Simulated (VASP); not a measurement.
# TaGa2 (P4/mmm) in VASP: further runs

The runs below take TaGa2 through single point, relaxation of cell and atoms, with PBE.

All numbers are computed with VASP 6.6.1; they aren't measurements. Logs are shortened: lines on timing, memory, paths and dates and some standing lists are left out, and cuts for length are marked.

## 1. The cell of the first run

It takes space group P4/mmm (No. 123, tetragonal). Conventional cell: a = 3.902 Å, b = 3.902 Å, c = 3.712 Å, α = 90.00°, β = 90.00°, γ = 90.00°. Ta (site symmetry 4/mmm) has 8 Ga at 2.69 Å within 3.6 Å. Ga (site symmetry mmm) has 4 Ta at 2.69 Å and 4 Ga at 2.76 Å within 3.6 Å.

## 2. Single point, PBE

The input, INCAR:

```
PREC     = Accurate       # precision mode
ENCUT    = 520            # plane-wave cutoff, eV
EDIFF    = 1E-6           # SCF threshold, eV
ISMEAR   = 0              # smearing method
SIGMA    = 0.1            # smearing width, eV
LREAL    = False          # projectors in reciprocal space
LASPH    = True           # aspherical terms in the spheres
NELM     = 80             # most SCF steps
ALGO     = Fast           # electronic algorithm
ISIF     = 2              # what is computed and relaxed
LWAVE    = False          # write WAVECAR
LCHARG   = False          # write CHGCAR
GGA      = PE             # functional
NBANDS   = 26             # bands
```

The input, KPOINTS:

```
regular mesh
0
Gamma
  12 12 12
```

The input, POSCAR:

```
TaGa2
1.0
    3.9018861751      0.0000000000      0.0000000000
    0.0000000000      3.9018861751      0.0000000000
    0.0000000000      0.0000000000      3.7115241909
Ta Ga
1 2
Direct
    0.5000000000      0.5000000000      0.0000000000
    0.0000000000      0.5000000000      0.5000000000
    0.5000000000      0.0000000000      0.5000000000
```

Potentials or basis: VASP PAW PBE potentials, release 64 (Ta_pv, Ga_d).

Started as:

```
$ cat potpaw_PBE.64/Ta_pv/POTCAR potpaw_PBE.64/Ga_d/POTCAR > POTCAR
$ mpirun -np 1 vasp_std > vasp.out
```

OUTCAR:

```text
PREC = Accurate
   ENCUT = 520
   EDIFF = 1E-6
   ISMEAR = 0
   LREAL = False
   LASPH = True
   NELM = 80
   ISIF = 2
   GGA = PE

 ion  position               nearest neighbor table
   1  0.500  0.500  0.000-   2 2.69   3 2.69   2 2.69   3 2.69   3 2.69   3 2.69   2 2.69   2 2.69

   2  0.000  0.500  0.500-   1 2.69   1 2.69   1 2.69   1 2.69   3 2.76   3 2.76   3 2.76   3 2.76

   3  0.500  0.000  0.500-   1 2.69   1 2.69   1 2.69   1 2.69   2 2.76   2 2.76   2 2.76   2 2.76

  LATTYP: Found a simple tetragonal cell.
 ALAT       =     3.9018861751
 C/A-ratio  =     0.9512128300

  Lattice vectors:

 A1 = (   3.9018861751,   0.0000000000,   0.0000000000)
 A2 = (   0.0000000000,   3.9018861751,   0.0000000000)
 A3 = (   0.0000000000,   0.0000000000,   3.7115241909)

Analysis of symmetry for initial positions (statically):
=====================================================================
 Subroutine PRICEL returns:
 Original cell was already a primitive cell.

 Routine SETGRP: Setting up the symmetry group for a
 simple tetragonal supercell.

 Subroutine GETGRP returns: Found 16 space group operations
 (whereof 16 operations were pure point group operations)
 out of a pool of 16 trial point group operations.

The static configuration has the point symmetry D_4h.

Analysis of symmetry for dynamics (positions and initial velocities):
=====================================================================
 Subroutine PRICEL returns:
 Original cell was already a primitive cell.

 Routine SETGRP: Setting up the symmetry group for a
 simple tetragonal supercell.

 Subroutine GETGRP returns: Found 16 space group operations
 (whereof 16 operations were pure point group operations)
 out of a pool of 16 trial point group operations.

The dynamic configuration has the point symmetry D_4h.

 Subroutine INISYM returns: Found 16 space group operations
 (whereof 16 operations are pure point group operations),
 and found     1 'primitive' translations

----------------------------------------------------------------------------------------

                                     Primitive cell

  volume of cell :      56.5069

  direct lattice vectors                    reciprocal lattice vectors
     3.901886175  0.000000000  0.000000000     0.256286307  0.000000000  0.000000000
     0.000000000  3.901886175  0.000000000     0.000000000  0.256286307  0.000000000
     0.000000000  0.000000000  3.711524191     0.000000000  0.000000000  0.269431088

  length of vectors
     3.901886175  3.901886175  3.711524191     0.256286307  0.256286307  0.269431088

  position of ions in fractional coordinates (direct lattice)
     0.500000000  0.500000000  0.000000000
     0.000000000  0.500000000  0.500000000
     0.500000000  0.000000000  0.500000000

  ion indices of the primitive-cell ions
   primitive index   ion index
                 1           1
                 2           2
                 3           3

----------------------------------------------------------------------------------------

 KPOINTS: regular mesh

Automatic generation of k-mesh.
 Grid dimensions read from file:
 generate k-points for:   12   12   12

 Generating k-lattice:

  Cartesian coordinates                     Fractional coordinates (reciprocal lattice)
     0.021357192  0.000000000  0.000000000     0.083333333  0.000000000  0.000000000
     0.000000000  0.021357192  0.000000000     0.000000000  0.083333333  0.000000000
     0.000000000  0.000000000  0.022452591     0.000000000  0.000000000  0.083333333

  Length of vectors
     0.021357192  0.021357192  0.022452591

  Shift w.r.t. Gamma in fractional coordinates (k-lattice)
     0.000000000  0.000000000  0.000000000

 Subroutine IBZKPT returns following result:
 ===========================================

 Found    196 irreducible k-points:

 Following reciprocal coordinates:
            Coordinates               Weight
  0.000000  0.000000  0.000000      1.000000
  0.083333  0.000000  0.000000      4.000000
  0.166667  0.000000  0.000000      4.000000
  0.250000  0.000000  0.000000      4.000000
  0.333333  0.000000  0.000000      4.000000
  0.416667  0.000000  0.000000      4.000000
[... 16 lines left out ...]
  0.333333  0.333333  0.000000      4.000000
  0.416667  0.333333  0.000000      8.000000
 [... further k-points ...]
   k-points           NKPTS =    196   k-points in BZ     NKDIM =    196   number of bands    NBANDS=     26
   number of dos      NEDOS =    301   number of ions     NIONS =      3
   total plane-waves  NPLWV =  25200
   dimension x,y,z NGX =    30 NGY =   30 NGZ =   28
   dimension x,y,z NGXF=    60 NGYF=   60 NGZF=   56
   ions per type =               1   2
   NGX,Y,Z   is equivalent  to a cutoff of  12.78, 12.78, 12.54 a.u.
   NGXF,Y,Z  is equivalent  to a cutoff of  25.56, 25.56, 25.08 a.u.
 SYSTEM =  unknown system
   PREC   = accura    normal or accurate (medium, high low for compatibility)
   ISTART =      0    job   : 0-new  1-cont  2-samecut
   ICHARG =      2    charge: 1-file 2-atom 10-const
   ISPIN  =      1    spin polarized calculation?
   LNONCOLLINEAR =      F non collinear calculations
   LSORBIT =      F    spin-orbit coupling
   LASPH  =      T    aspherical Exc in radial PAW
   ENCUT  =  520.0 eV  38.22 Ry    6.18 a.u.   7.25  7.25  6.90*2*pi/ulx,y,z
   NELM   =     80;   NELMIN=  2; NELMDL= -5     # of ELM steps
   EDIFF  = 0.1E-05   stopping-criterion for ELM
   LREAL  =      F    real-space projection
   EDIFFG = 0.1E-04   stopping-criterion for IOM
   NSW    =      0    number of steps for IOM
   IBRION =     -1    ionic relax: 0-MD 1-quasi-New 2-CG
   NFREE  =      0    steps in history (QN), initial steepest desc. (CG)
   ISIF   =      2    stress and relaxation
   ISYM   =      2    0-nonsym 1-usesym 2-fastsym
   POTIM  = 0.5000    time-step for ionic-motion
   TEBEG  =    0.0;   TEEND  =   0.0 temperature during run
   PSTRESS=    0.0 pullay stress
   NELECT =      37.0000    total number of electrons
   NUPDOWN=      -1.0000    fix difference up-down
   EMIN   =  10.00;   EMAX   =-10.00  energy-range for DOS
   EFERMI =   0.00;   METHOD = LEGACY
   ISMEAR =     0;   SIGMA  =   0.10  broadening in eV -4-tet -1-fermi 0-gaus
   EFERMI_NEDOS =   21; number of points for ismear=-14 and -15
   IALGO  =     68    algorithm
   IMIX   =      4    mixing-type and parameters
     AMIX     =   0.40;   BMIX     =  1.00
     AMIX_MAG =   1.60;   BMIX_MAG =  1.00
  volume/ion in A,a.u.               =      18.84       127.11
  Fermi-wavevector in a.u.,A,eV,Ry     =   1.421592  2.686419 27.496330  2.020923
  Thomas-Fermi vector in A             =   2.542385
   LORBIT       =      0    0 simple, 1 ext, 2 COOP (PROOUT), +10 PAW based schemes
   GGA     = PE    functional components
   LHFCALC =     F    Hartree Fock is set to
   AEXX    =    0.0000 exact exchange contribution
   IVDW    =     0    specifies the selected vdW correction
   LEPSILON=     F    determine dielectric tensor
   LRPA    =     F    only Hartree local field effects (RPA)
 non-spin polarized calculation
 RMM-DIIS sequential band-by-band and
 Gauss-broadening in eV      SIGMA  =   0.10
  energy-cutoff  :      520.00
  volume of cell :       56.51
 maximum number of plane-waves:      1550
 NGX is ok and might be reduce to    30
   NGX = 15   NGY = 15   NGZ = 13

 number of electron      36.9999991 magnetization

 Free energy of the ion-electron system (eV)
  ---------------------------------------------------
  ext. energy  EPLUGINS =         0.00000000
  ---------------------------------------------------
  free energy    TOTEN  =       -17.29020829 eV

  energy without entropy =      -17.28707890  energy(sigma->0) =      -17.28864360

 E-fermi :   5.2124     XC(G=0): -11.3425

 val. band max:        5.1760879552   @ k =   0.5000   0.3333   0.5000
 cond. band min:       5.2233496036   @ k =   0.4167   0.0000   0.1667
 fundamental gap:      0.0472616484
 Fermi energy:         5.2124128265

 k-point     1 :       0.0000    0.0000    0.0000
  band No.  band energies     occupation
      1     -29.4755      2.00000
      2     -29.4755      2.00000
      3     -29.4592      2.00000
      4      -9.6711      2.00000
      5      -9.6177      2.00000
      6      -9.4630      2.00000
[... 18 lines left out ...]
     25      12.2537      0.00000
     26      13.8347      0.00000

 k-point     2 :       0.0833    0.0000    0.0000
  band No.  band energies     occupation
      1     -29.4779      2.00000
      2     -29.4753      2.00000
      3     -29.4592      2.00000
      4      -9.6621      2.00000
      5      -9.6087      2.00000
      6      -9.4572      2.00000
[... 18 lines left out ...]
     25      12.3942      0.00000
     26      13.2569      0.00000

 k-point     3 :       0.1667    0.0000    0.0000
  band No.  band energies     occupation
      1     -29.4845      2.00000
      2     -29.4749      2.00000
      3     -29.4590      2.00000
      4      -9.6357      2.00000
      5      -9.5826      2.00000
      6      -9.4405      2.00000
[... 18 lines left out ...]
     25      12.7186      0.00000
     26      12.8361      0.00000

 k-point     4 :       0.2500    0.0000    0.0000
  band No.  band energies     occupation
      1     -29.4935      2.00000
      2     -29.4744      2.00000
      3     -29.4587      2.00000
      4      -9.5928      2.00000
      5      -9.5429      2.00000
      6      -9.4153      2.00000
[... 18 lines left out ...]
     25      12.5825      0.00000
     26      13.3565      0.00000
[... 496 lines left out ...]
      1     -29.5101      2.00000
      2     -29.4911      2.00000
      3     -29.4577      2.00000
      4      -9.4771      2.00000
      5      -9.4750      2.00000
      6      -9.3983      2.00000
[... 18 lines left out ...]
     25      13.8522      0.00000
     26      14.4261      0.00000

 k-point    23 :       0.3333    0.3333    0.0000
  band No.  band energies     occupation
      1     -29.5007      2.00000
      2     -29.5005      2.00000
      3     -29.4578      2.00000
      4      -9.5468      2.00000
      5      -9.4216      2.00000
      6      -9.4146      2.00000
[... 18 lines left out ...]
     25      14.2116      0.00000
     26      14.8192      0.00000

 k-point    24 :       0.4167    0.3333    0.0000
  band No.  band energies     occupation
      1     -29.5071      2.00000
      2     -29.5001      2.00000
      3     -29.4576      2.00000
      4      -9.5296      2.00000
      5      -9.4647      2.00000
      6      -9.4053      2.00000
[... 18 lines left out ...]
     25      14.1211      0.00000
     26      14.6393      0.00000

 [... further k-points ...]
[... 5 lines left out ...]
  --------------------------------------------------------------------------------------
  -------------------------------------------------------------------------------------
  Total        0.0595775      0.0595775      0.0888172      0.0000000      0.0000000      0.0000000
  in kB        1.6892410      1.6892410      2.5182931      0.0000000      0.0000000      0.0000000
  external PRESSURE =       1.9655917 kB  Pullay stress =       0.0000000 kB

 VOLUME and BASIS-vectors are now :
 -----------------------------------------------------------------------------
  energy-cutoff  :      520.00
  volume of cell :       56.51
      direct lattice vectors                 reciprocal lattice vectors
     3.901886175  0.000000000  0.000000000     0.256286307  0.000000000  0.000000000
     0.000000000  3.901886175  0.000000000     0.000000000  0.256286307  0.000000000
     0.000000000  0.000000000  3.711524191     0.000000000  0.000000000  0.269431088

 POSITION                                       TOTAL-FORCE (eV/Angst)
 -----------------------------------------------------------------------------------
      1.95094      1.95094      0.00000         0.000000      0.000000      0.000000
      0.00000      1.95094      1.85576         0.000000      0.000000      0.000000
      1.95094      0.00000      1.85576         0.000000      0.000000      0.000000
 -----------------------------------------------------------------------------------
    total drift:                                0.000000      0.000000     -0.000000

  FREE ENERGIE OF THE ION-ELECTRON SYSTEM (eV)
  ---------------------------------------------------
  free  energy   TOTEN  =       -17.2902082886 eV

  energy  without entropy=      -17.2870789040  energy(sigma->0) =      -17.28864360
```

It took 4.6 min on 1 thread of Intel Xeon 6975P-C, shared host; peak memory 0.37 GiB.

What came out:

```
Free energy : -17.2902 eV
Pressure    : 0.2 GPa
```

Stress tensor (GPa, compression positive):
```
0.17 0.00 0.00
0.00 0.17 0.00
0.00 0.00 0.25
```

Levels at points of the mesh, in eV from the Fermi level:
| k point | band 15 | band 16 | band 17 | band 18 | band 19 | band 20 | band 21 | band 22 |
| --- | --- | --- | --- | --- | --- | --- | --- | --- |
| (0.00, 0.00, 0.00) | -3.59 | -1.56 | -0.41 | -0.41 | 1.04 | 1.04 | 1.19 | 1.40 |
| (0.50, 0.00, 0.00) | -7.06 | -1.86 | -1.32 | -0.45 | 1.12 | 1.63 | 2.06 | 3.46 |
| (0.50, 0.50, 0.00) | -5.42 | -5.42 | -4.22 | -1.12 | -1.12 | 1.53 | 1.90 | 2.90 |
| (0.00, 0.00, 0.50) | -5.35 | -2.73 | -2.73 | -2.16 | 0.28 | 1.57 | 1.82 | 5.60 |
| (0.50, 0.00, 0.50) | -6.16 | -3.62 | -1.86 | -1.56 | 0.73 | 1.88 | 2.19 | 2.96 |
| (0.50, 0.50, 0.50) | -5.89 | -3.05 | -2.20 | -0.88 | -0.43 | -0.43 | 2.03 | 2.08 |

Caveat: spin-orbit coupling is left out, which moves the levels of the heavy elements.

## 3. Relaxation of cell and atoms, PBE

This run uses another cell than the first one, of 18.88 Å³/atom, 1.002 times its volume.

The input, INCAR:

```
PREC     = Accurate       # precision mode
ENCUT    = 600            # plane-wave cutoff, eV
EDIFF    = 1E-6           # SCF threshold, eV
ISMEAR   = 0              # smearing method
SIGMA    = 0.1            # smearing width, eV
LREAL    = False          # projectors in reciprocal space
LASPH    = True           # aspherical terms in the spheres
NELM     = 60             # most SCF steps
ALGO     = Fast           # electronic algorithm
ISIF     = 3              # what is computed and relaxed
LWAVE    = False          # write WAVECAR
LCHARG   = False          # write CHGCAR
GGA      = PE             # functional
IBRION   = 2              # ionic algorithm
NSW      = 100            # ionic steps
EDIFFG   = -0.01          # ionic threshold
```

The input, KPOINTS:

```
Automatic mesh
0
Gamma
  12 12 12
```

The input, POSCAR:

```
TaGa2
1.0
    3.9073987151      0.0000000000      0.0000000000
    0.0000000000      3.9073987151      0.0000000000
    0.0000000000      0.0000000000      3.7099602845
Ta Ga
1 2
Direct
    0.5000000000      0.5000000000      0.0000000000
    0.0000000000      0.5000000000      0.5000000000
    0.5000000000      0.0000000000      0.5000000000
```

Potentials or basis: VASP PAW PBE potentials, release 64 (Ta_pv, Ga_d).

Started as:

```
$ cat potpaw_PBE.64/Ta_pv/POTCAR potpaw_PBE.64/Ga_d/POTCAR > POTCAR
$ mpirun -np 1 vasp_std > vasp.out
```

Wall time 8.1 min (1 thread of Intel Xeon 6975P-C, shared host); peak memory 0.42 GiB.

Results (log left out):

```
Free energy                            : -17.2902 eV
Relaxed volume                         : 18.87 Å³/atom
Relaxed cell                           : a = 3.904 Å, b = 3.904 Å, c = 3.713 Å, α = 90.00°, β = 90.00°, γ = 90.00°
Space group after relaxing (to 0.05 Å) : P4/mmm (No. 123)
Energy gained by relaxing              : 0.0 meV/atom
Ionic steps                            : 5
Pressure after relaxing                : 0.0 GPa
```

Final structure:
```yaml
crystal:
  lattice:
    - [3.90443, 0.00000, 0.00000]
    - [0.00000, 3.90443, 0.00000]
    - [0.00000, 0.00000, 3.71274]
  atoms:
    - { symbol: Ta, position: [0.50000, 0.50000, 0.00000] }
    - { symbol: Ga, position: [0.00000, 0.50000, 0.50000] }
    - { symbol: Ga, position: [0.50000, 0.00000, 0.50000] }
```

Levels at points of the mesh, in eV from the Fermi level:
| k point | band 16 | band 17 | band 18 | band 19 | band 20 | band 21 |
| --- | --- | --- | --- | --- | --- | --- |
| (0.00, 0.00, 0.00) | -1.56 | -0.41 | -0.41 | 1.04 | 1.04 | 1.20 |
| (0.50, 0.00, 0.00) | -1.86 | -1.32 | -0.45 | 1.11 | 1.62 | 2.06 |
| (0.50, 0.50, 0.00) | -5.42 | -4.21 | -1.12 | -1.12 | 1.53 | 1.89 |
| (0.00, 0.00, 0.50) | -2.73 | -2.73 | -2.16 | 0.27 | 1.56 | 1.82 |
| (0.50, 0.00, 0.50) | -3.61 | -1.86 | -1.55 | 0.73 | 1.88 | 2.19 |
| (0.50, 0.50, 0.50) | -3.05 | -2.19 | -0.87 | -0.43 | -0.43 | 2.02 |

Caveat: spin-orbit coupling is left out, which moves the levels of the heavy elements.
